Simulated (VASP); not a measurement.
# SnO2 in VASP: a series of runs

The runs below take SnO2 through single point, with PBE, PBEsol.

Program: VASP 6.6.1. These are calculated values, not measurements. Logs are shortened: lines on timing, memory, paths and dates and some standing lists are left out, and cuts for length are marked.

**1. The cell of the first run**

The structure is trigonal, space group R-3m (No. 166). Conventional cell: a = 3.124 Å, b = 3.124 Å, c = 14.344 Å, α = 90.00°, β = 90.00°, γ = 120.00°. Sn (site symmetry -3m) has 6 O at 2.10 Å within 2.8 Å. O (site symmetry 3m) has 3 Sn at 2.10 Å and 3 O at 2.82 Å within 2.9 Å.

**2. Single point, PBE (strained)**

Input file INCAR:

```
  ALGO = Normal
  EDIFF = 1E-6
  ENCUT = 520
  GGA = PE
  ISIF = 2
  ISMEAR = 0
  LASPH = True
  LCHARG = False
  LREAL = False
  LWAVE = False
  NBANDS = 20
  NELM = 100
  PREC = Accurate
  SIGMA = 0.02
```

Input file KPOINTS:

```
k-points
0
Gamma
  12 12 12
```

Input file POSCAR:

```
SnO2
1.0
    1.5621442525      0.9019044047      4.7814862255
   -1.5621442525      0.9019044047      4.7814862255
    0.0000000000     -1.8038088094      4.7814862255
Sn O
1 2
Direct
    0.5000000000      0.5000000000      0.5000000000
    0.2422724737      0.2422724737      0.2422724737
    0.7577275263      0.7577275263      0.7577275263
```

Potentials or basis: VASP PAW PBE potentials, release 64 (Sn_d, O).

Run with:

```
> cat potpaw_PBE.64/Sn_d/POTCAR potpaw_PBE.64/O/POTCAR > POTCAR
> mpirun -np 1 vasp_std > vasp.out
```

OUTCAR:

```text
EDIFF = 1E-6
   ENCUT = 520
   GGA = PE
   ISIF = 2
   ISMEAR = 0
   LASPH = True
   LREAL = False
   NELM = 100
   PREC = Accurate

 ion  position               nearest neighbor table
   1  0.500  0.500  0.500-   2 2.10   2 2.10   3 2.10   3 2.10   2 2.10   3 2.10
   2  0.242  0.242  0.242-   1 2.10   1 2.10   1 2.10
   3  0.758  0.758  0.758-   1 2.10   1 2.10   1 2.10

  LATTYP: Found a trigonal (rhomboedric) cell.
 ALAT       =     5.1104145375
 COS(alpha) =     0.8131212130

  Lattice vectors:

 A1 = (   1.5621442525,   0.9019044047,   4.7814862255)
 A2 = (  -1.5621442525,   0.9019044047,   4.7814862255)
 A3 = (   0.0000000000,  -1.8038088094,   4.7814862255)

Analysis of symmetry for initial positions (statically):
=====================================================================
 Subroutine PRICEL returns:
 Original cell was already a primitive cell.

 Routine SETGRP: Setting up the symmetry group for a
 trigonal (rhombohedral) supercell.

 Subroutine GETGRP returns: Found 12 space group operations
 (whereof 12 operations were pure point group operations)
 out of a pool of 12 trial point group operations.

The static configuration has the point symmetry D_3d.

Analysis of symmetry for dynamics (positions and initial velocities):
=====================================================================
 Subroutine PRICEL returns:
 Original cell was already a primitive cell.

 Routine SETGRP: Setting up the symmetry group for a
 trigonal (rhombohedral) supercell.

 Subroutine GETGRP returns: Found 12 space group operations
 (whereof 12 operations were pure point group operations)
 out of a pool of 12 trial point group operations.

The dynamic configuration has the point symmetry D_3d.

 Subroutine INISYM returns: Found 12 space group operations
 (whereof 12 operations are pure point group operations),
 and found     1 'primitive' translations

----------------------------------------------------------------------------------------

                                     Primitive cell

  volume of cell :      40.4200

  direct lattice vectors                    reciprocal lattice vectors
     1.562144252  0.901904405  4.781486226     0.320072874  0.184794160  0.069713331
[... 78 lines left out ...]
 SYSTEM =  unknown system
   PREC   = accura    normal or accurate (medium, high low for compatibility)
   ISTART =      0    job   : 0-new  1-cont  2-samecut
   ICHARG =      2    charge: 1-file 2-atom 10-const
   ISPIN  =      1    spin polarized calculation?
   LNONCOLLINEAR =      F non collinear calculations
   LSORBIT =      F    spin-orbit coupling
   LASPH  =      T    aspherical Exc in radial PAW
   ENCUT  =  520.0 eV  38.22 Ry    6.18 a.u.   9.50  9.50  9.50*2*pi/ulx,y,z
   NELM   =    100;   NELMIN=  2; NELMDL= -5     # of ELM steps
   EDIFF  = 0.1E-05   stopping-criterion for ELM
   LREAL  =      F    real-space projection
   EDIFFG = 0.1E-04   stopping-criterion for IOM
   NSW    =      0    number of steps for IOM
   IBRION =     -1    ionic relax: 0-MD 1-quasi-New 2-CG
   NFREE  =      0    steps in history (QN), initial steepest desc. (CG)
   ISIF   =      2    stress and relaxation
   ISYM   =      2    0-nonsym 1-usesym 2-fastsym
   POTIM  = 0.5000    time-step for ionic-motion
   TEBEG  =    0.0;   TEEND  =   0.0 temperature during run
   PSTRESS=    0.0 pullay stress
   NELECT =      26.0000    total number of electrons
   NUPDOWN=      -1.0000    fix difference up-down
   EMIN   =  10.00;   EMAX   =-10.00  energy-range for DOS
   EFERMI =   0.00;   METHOD = LEGACY
   ISMEAR =     0;   SIGMA  =   0.02  broadening in eV -4-tet -1-fermi 0-gaus
   EFERMI_NEDOS =   21; number of points for ismear=-14 and -15
   IALGO  =     38    algorithm
   IMIX   =      4    mixing-type and parameters
     AMIX     =   0.40;   BMIX     =  1.00
     AMIX_MAG =   1.60;   BMIX_MAG =  1.00
  volume/ion in A,a.u.               =      13.47        90.92
  Fermi-wavevector in a.u.,A,eV,Ry     =   1.413190  2.670543 27.172292  1.997107
  Thomas-Fermi vector in A             =   2.534861
   LORBIT       =      0    0 simple, 1 ext, 2 COOP (PROOUT), +10 PAW based schemes
   GGA     = PE    functional components
   LHFCALC =     F    Hartree Fock is set to
   AEXX    =    0.0000 exact exchange contribution
   IVDW    =     0    specifies the selected vdW correction
   LEPSILON=     F    determine dielectric tensor
   LRPA    =     F    only Hartree local field effects (RPA)
 non-spin polarized calculation
 Gauss-broadening in eV      SIGMA  =   0.02
  energy-cutoff  :      520.00
  volume of cell :       40.42
 maximum number of plane-waves:      1104
 NGX is ok and might be reduce to    40
   NGX = 19   NGY = 19   NGZ = 19

 number of electron      26.0000005 magnetization

 Free energy of the ion-electron system (eV)
  ---------------------------------------------------
  ext. energy  EPLUGINS =         0.00000000
  ---------------------------------------------------
  free energy    TOTEN  =       -18.05682178 eV

  energy without entropy =      -18.05682178  energy(sigma->0) =      -18.05682178

 E-fermi :   4.1036     XC(G=0): -10.4182

 val. band max:        3.9691766272   @ k =   0.5000   0.5000  -0.0000
 cond. band min:       6.3117286671   @ k =   0.0000   0.0000   0.0000
 fundamental gap:      2.3425520399
 Fermi energy:         4.1036398865

 k-point     1 :       0.0000    0.0000    0.0000
  band No.  band energies     occupation
      1     -15.9641      2.00000
      2     -15.7980      2.00000
      3     -15.7980      2.00000
      4     -15.5387      2.00000
      5     -15.5387      2.00000
      6     -14.2103      2.00000
[... 541 lines left out ...]
     19      17.5843      0.00000
     20      19.1501      0.00000

 [... further k-points ...]
[... 5 lines left out ...]
  --------------------------------------------------------------------------------------
  -------------------------------------------------------------------------------------
  Total        3.0371615      3.0371615     -0.5304956      0.0000000      0.0000000      0.0000000
  in kB      120.3878520    120.3878520    -21.0279336      0.0000000      0.0000000      0.0000000
  external PRESSURE =      73.2492568 kB  Pullay stress =       0.0000000 kB

 VOLUME and BASIS-vectors are now :
 -----------------------------------------------------------------------------
  energy-cutoff  :      520.00
  volume of cell :       40.42
      direct lattice vectors                 reciprocal lattice vectors
     1.562144252  0.901904405  4.781486226     0.320072874  0.184794160  0.069713331
    -1.562144252  0.901904405  4.781486226    -0.320072874  0.184794160  0.069713331
     0.000000000 -1.803808809  4.781486226     0.000000000 -0.369588320  0.069713331

 POSITION                                       TOTAL-FORCE (eV/Angst)
 -----------------------------------------------------------------------------------
      0.00000      0.00000      7.17223         0.000000      0.000000      0.000000
      0.00000      0.00000      3.47527         0.000000     -0.000000     -0.405099
      0.00000      0.00000     10.86919         0.000000     -0.000000      0.405099
 -----------------------------------------------------------------------------------
    total drift:                                0.000000      0.000000     -0.000000

  FREE ENERGIE OF THE ION-ELECTRON SYSTEM (eV)
  ---------------------------------------------------
  free  energy   TOTEN  =       -18.0568217754 eV

  energy  without entropy=      -18.0568217754  energy(sigma->0) =      -18.05682178
```

OSZICAR:

```text
N       E                     dE             d eps       ncg     rms          rms(c)
DAV:   1     0.257993321920E+03    0.25799E+03   -0.14006E+04  8000   0.196E+03
DAV:   2     0.769949432007E+01   -0.25029E+03   -0.23712E+03  8208   0.493E+02
DAV:   3    -0.200713680735E+02   -0.27771E+02   -0.27492E+02  8776   0.141E+02
DAV:   4    -0.208498158679E+02   -0.77845E+00   -0.77773E+00  8372   0.252E+01
DAV:   5    -0.208650866292E+02   -0.15271E-01   -0.15270E-01  9148   0.374E+00    0.106E+01
DAV:   6    -0.180707671610E+02    0.27943E+01   -0.11024E+01 11476   0.558E+01    0.447E+00
DAV:   7    -0.180727086466E+02   -0.19415E-02   -0.64876E-01  7736   0.675E+00    0.212E+00
DAV:   8    -0.180574838778E+02    0.15225E-01   -0.59291E-02  8044   0.250E+00    0.518E-01
DAV:   9    -0.180563343918E+02    0.11495E-02   -0.91023E-03 10660   0.152E+00    0.860E-02
DAV:  10    -0.180567990719E+02   -0.46468E-03   -0.17188E-03  7916   0.328E-01    0.348E-02
DAV:  11    -0.180568182577E+02   -0.19186E-04   -0.43817E-05 11176   0.674E-02    0.193E-02
DAV:  12    -0.180568217808E+02   -0.35232E-05   -0.78533E-06  7912   0.289E-02    0.461E-03
DAV:  13    -0.180568217754E+02    0.54729E-08   -0.70871E-07  6712   0.915E-03
   1 F= -.18056822E+02 E0= -.18056822E+02  d E =-.459380E-24
```

It took 2.5 min on 1 thread of AMD EPYC 9R45 (Zen 5), shared host; peak memory 0.3 GiB.

What came out:

```yaml
Free_energy: -18.0568 eV
Pressure: 7.3 GPa
Largest_force: 0.405 eV/Å
Band_gap_on_the_k_mesh: 2.34 eV (least direct gap 2.43 eV)
```

Forces in eV/Å, atoms in the order of the input:
```
Sn   0.000  0.000  0.000
O    0.000  0.000 -0.405
O    0.000  0.000  0.405
```

Caveat: the cell differs from its parent crystal (strained); the cell stands under pressure; spin-orbit coupling is left out, which moves the levels of the heavy elements. A k mesh can miss the band edges.

**3. Single point, PBE (one atom moved)**

Input file INCAR:

```
SYSTEM = SnO2
ALGO     = Normal         ! electronic algorithm
EDIFF    = 1E-7           ! SCF threshold, eV
ENCUT    = 520            ! plane-wave cutoff, eV
GGA      = PE             ! functional
ISIF     = 2              ! what is computed and relaxed
ISMEAR   = 0              ! smearing method
LASPH    = .True.         ! aspherical terms in the spheres
LCHARG   = .False.        ! write CHGCAR
LREAL    = .False.        ! projectors in reciprocal space
LWAVE    = .False.        ! write WAVECAR
NBANDS   = 20             ! bands
NELM     = 100            ! most SCF steps
PREC     = Accurate       ! precision mode
SIGMA    = 0.02           ! smearing width, eV
```

Input file KPOINTS:

```
k-points
0
Gamma
  12 12 12
  0 0 0
```

Input file POSCAR:

```
SnO2
1.0
    1.6170930752      0.9336291223      4.8005925840
   -1.6170930752      0.9336291223      4.8005925840
    0.0000000000     -1.8672582446      4.8005925840
Sn O
1 2
Direct
    0.5031246143      0.5031246143      0.5031246143
    0.2371700000      0.2371700000      0.2371700000
    0.7628300000      0.7628300000      0.7628300000
```

Potentials or basis: VASP PAW PBE potentials, release 64 (Sn_d, O).

Run with:

```
> cat potpaw_PBE.64/Sn_d/POTCAR potpaw_PBE.64/O/POTCAR > POTCAR
> mpirun -np 1 vasp_std > vasp.out
```

Wall time 2.9 min (1 thread of AMD EPYC 9R45 (Zen 5), shared host); peak memory 0.31 GiB.

Results (log left out):

* Free energy: -18.1805 eV
* Pressure: 0.1 GPa
* Largest force: 0.861 eV/Å
* Band gap on the k mesh: 1.90 eV (least direct gap 2.03 eV)

Forces on the atoms (eV/Å):
```
Sn   0.000  0.000 -0.861
O    0.000  0.000  0.351
O    0.000  0.000  0.510
```

Stress tensor (GPa, compression positive):
```
 0.47  0.00  0.00
 0.00  0.47  0.00
 0.00  0.00 -0.75
```

Levels at points of the mesh, in eV from the valence-band top:
```
           k point  band 11  band 12  band 13  band 14  band 15  band 16
(0.00, 0.00, 0.00)    -0.78    -0.78    -0.12     1.90     5.72    11.00
(0.50, 0.00, 0.00)    -1.47    -0.57    -0.55     5.28     7.70    10.01
(0.50, 0.50, 0.00)    -1.14    -0.43    -0.02     5.02     6.89    10.63
(0.50, 0.50, 0.50)    -1.26    -0.75    -0.75     3.15     5.64    11.18
```

Caveat: the cell differs from its parent crystal (one atom moved); spin-orbit coupling is left out, which moves the levels of the heavy elements.

**4. Single point, PBE (strained)**

Input file INCAR:

```
SYSTEM = SnO2
PREC = Accurate
ENCUT = 520
EDIFF = 1E-6
ISMEAR = 0
SIGMA = 0.02
LREAL = .False.
LASPH = .True.
NELM = 60
ALGO = Normal
ISIF = 2
LWAVE = .False.
LCHARG = .True.
GGA = PE
LELF = .True.
LVHAR = .True.
NBANDS = 20
```

Input file KPOINTS:

```
Automatic mesh
0
Gamma
  12 12 12
  0 0 0
```

Input file POSCAR:

```
SnO2
1.0
    1.6350104665      0.9439737330      4.7097653723
   -1.6350104665      0.9439737330      4.7097653723
    0.0000000000     -1.8879474660      4.7097653723
Sn O
1 2
Direct
    0.5000000000      0.5000000000      0.5000000000
    0.2286658772      0.2286658772      0.2286658772
    0.7713341228      0.7713341228      0.7713341228
```

Run with:

```
> cat potpaw_PBE.64/Sn_d/POTCAR potpaw_PBE.64/O/POTCAR > POTCAR
> mpirun -np 1 vasp_std > vasp.out
```

Wall time 3 min (1 thread of AMD EPYC 9R45 (Zen 5), shared host); peak memory 0.31 GiB.

The run converged. Its results:

```
Free energy            : -18.0119 eV
Pressure               : 7.8 GPa
Largest force          : 1.593 eV/Å
Band gap on the k mesh : 1.90 eV (least direct gap 2.36 eV)
```

Forces in eV/Å, atoms in the order of the input:
```
Sn   0.000  0.000  0.000
O    0.000  0.000  1.593
O    0.000  0.000 -1.593
```

Stress tensor (GPa, compression positive):
```
6.84 0.00 0.00
0.00 6.84 0.00
0.00 0.00 9.62
```

Levels at points of the mesh, in eV from the valence-band top:
| k point | band 11 | band 12 | band 13 | band 14 | band 15 | band 16 |
| --- | --- | --- | --- | --- | --- | --- |
| (0.00, 0.00, 0.00) | -1.22 | -1.22 | -0.46 | 1.90 | 6.00 | 10.96 |
| (0.50, 0.00, 0.00) | -1.16 | -0.56 | -0.51 | 5.73 | 7.93 | 9.50 |
| (0.50, 0.50, 0.00) | -0.87 | -0.41 | -0.11 | 5.53 | 6.98 | 10.56 |
| (0.50, 0.50, 0.50) | -1.49 | -1.19 | -1.19 | 3.09 | 5.84 | 11.15 |

Caveat: the cell differs from its parent crystal (strained); the cell stands under pressure; spin-orbit coupling is left out, which moves the levels of the heavy elements; forces of over 1 eV/Å act on the atoms, so gaps and moduli don't describe the material at rest.

**5. Single point, PBEsol (strained)**

Input file INCAR:

```
SYSTEM = SnO2
PREC = Accurate ; ENCUT = 520
EDIFF = 1E-7 ; ISMEAR = 0
SIGMA = 0.02 ; LREAL = .FALSE.
LASPH = .TRUE. ; NELM = 60
ALGO = Normal ; ISIF = 2
LWAVE = .FALSE. ; LCHARG = .FALSE.
GGA = PS ; NBANDS = 20
```

Input file KPOINTS:

```
Automatic mesh
0
G
  12 12 12
  0 0 0
```

Input file POSCAR:

```
SnO2
1.0
    1.6970098150      0.9797690735      4.7498023145
   -1.6970098150      0.9797690735      4.7498023145
    0.0000000000     -1.9595381470      4.7498023145
Sn O
1 2
Direct
    0.5000000000      0.5000000000      0.5000000000
    0.2244138157      0.2244138157      0.2244138157
    0.7755861843      0.7755861843      0.7755861843
```

Run with:

```
> cat potpaw_PBE.64/Sn_d/POTCAR potpaw_PBE.64/O/POTCAR > POTCAR
> mpirun -np 1 vasp_std > vasp.out
```

Wall time 3.2 min (1 thread of AMD EPYC 9R45 (Zen 5), shared host); peak memory 0.32 GiB.

Results (log left out):

```yaml
Free_energy: -18.9292 eV
Pressure: -5.6 GPa
Largest_force: 1.067 eV/Å
Band_gap_on_the_k_mesh: 1.11 eV (least direct gap 1.71 eV)
```

Forces on the atoms (eV/Å):
```
Sn   0.000  0.000  0.000
O    0.000  0.000  1.067
O    0.000  0.000 -1.067
```

Stress tensor (GPa, compression positive):
```
-10.41   0.00   0.00
  0.00 -10.41   0.00
  0.00   0.00   4.15
```

Levels at points of the mesh, in eV from the valence-band top:
```csv
k point,band 11,band 12,band 13,band 14,band 15,band 16
"(0.00, 0.00, 0.00)",-1.45,-1.45,-0.60,1.11,5.58,9.97
"(0.50, 0.00, 0.00)",-0.89,-0.57,-0.49,4.97,7.11,8.66
"(0.50, 0.50, 0.00)",-0.63,-0.41,-0.20,4.83,6.21,9.68
"(0.50, 0.50, 0.50)",-1.52,-1.42,-1.42,2.23,5.33,10.20
```

Caveat: the cell differs from its parent crystal (strained); the cell stands under tension; the PAW data sets were made with another functional, which shifts forces and pressure a little; spin-orbit coupling is left out, which moves the levels of the heavy elements. A k mesh can miss the band edges.

**6. Overview**

| level | cell | gap on the mesh (eV) | pressure (GPa) | largest force (eV/Å) |
| --- | --- | --- | --- | --- |
| PBE | a = 5.110 Å, angles 35.6°, 3 atoms, atomic positions A | 2.34 | 7.3 | 0.41 |
| PBE | a = 5.151 Å, angles 36.6°, 3 atoms, atomic positions B | 1.90 | 0.1 | 0.86 |
| PBE | a = 5.074 Å, angles 37.6°, 3 atoms, atomic positions C | 1.90 | 7.8 | 1.59 |
| PBEsol | a = 5.138 Å, angles 38.6°, 3 atoms, atomic positions D | 1.11 | -5.6 | 1.07 |

Alike in all rows: task single point; potentials or basis VASP PAW PBE potentials, release 64 (Sn_d, O); no spin polarisation; k mesh 12 × 12 × 12; cutoff (eV) 520; smearing gaussian 0.02 eV.

Caveats: spin-orbit coupling is left out, which moves the levels of the heavy elements; the cell stands under pressure (at least some runs); forces of over 1 eV/Å act on the atoms, so gaps and moduli don't describe the material at rest (at least some runs); the cell stands under tension (at least some runs); the PAW data sets were made with another functional, which shifts forces and pressure a little (at least some runs).

Absolute energies hang on the potentials; compare differences alone.
